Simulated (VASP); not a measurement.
Here is a VASP 6.6.1 calculation.

The input INCAR:

```
ALGO = Normal
EDIFF = 1E-6
ENCUT = 520
GGA = CA
ISIF = 2
ISMEAR = -1
LASPH = T
LCHARG = F
LREAL = F
LWAVE = F
NBANDS = 27
NELM = 80
PREC = Accurate
SIGMA = 0.15
```

The input KPOINTS:

```
k-points
0
Gamma
  2 2 2
```

File POSCAR:

```
MgCd3
1.0
    0.0000000000      3.5403250000      3.5403250000
    3.5403250000      0.0000000000      3.5403250000
    3.5403250000      3.5403250000      0.0000000000
Mg Cd
1 3
Direct
    0.5000000000      0.5000000000      0.5000000000
    0.0000000000      0.0000000000      0.0000000000
    0.2500000000      0.2500000000      0.2500000000
    0.7500000000      0.7500000000      0.7500000000
```

Potentials or basis: VASP PAW LDA potentials, release 64 (Mg, Cd).

The run is started by

```sh
$ cat potpaw_LDA.64/Mg/POTCAR potpaw_LDA.64/Cd/POTCAR > POTCAR
$ mpirun -np 1 vasp_std > vasp.out
```

(1) Predict the pressure.

(2) Estimate the band gap on the k mesh.

## Answers

(1) -1.2 GPa.

(2) zero (band 19 reaches 4.11 eV, above the bottom of band 20 at 1.04 eV).

Caveat: the k points lie up to 0.77 Å⁻¹ apart.
